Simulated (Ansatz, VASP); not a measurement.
**GaIr in VASP and in Ansatz**

```xyz
2
Lattice="3.0239 0.0000 0.0000 0.0000 3.0239 0.0000 0.0000 0.0000 3.0239" Properties=species:S:1:pos:R:3 pbc="T T T"
Ga    0.0000    0.0000    0.0000
Ir    1.5119    1.5119    1.5119
```

Change from the starting cell: volume scaled by 1.02, crystal datasets.

Alike in both runs: task electric field gradients; functional PBEsol; k mesh 12 × 12 × 12; occupations fermi-dirac, width 0.05 eV; no spin polarisation.

|  | VASP | Ansatz |
| --- | --- | --- |
| version | VASP 6.6.1 | Ansatz 0.2.0 |
| potentials or method | VASP PAW PBE potentials, release 64 (Ga_d, Ir), cutoff 520 eV | all-electron PAW with datasets made for the crystal, scalar-relativistic |

Ansatz gave:

| Property | Result |
| --- | --- |
| pressure (GPa) | -0.9 |

What did VASP give for the same quantities?

Pressure (GPa): -0.4.

VASP's potentials were made for PBE, not for PBEsol. Ansatz ran all-electron here, and VASP with PAW potentials.

Spin-orbit coupling is off throughout.
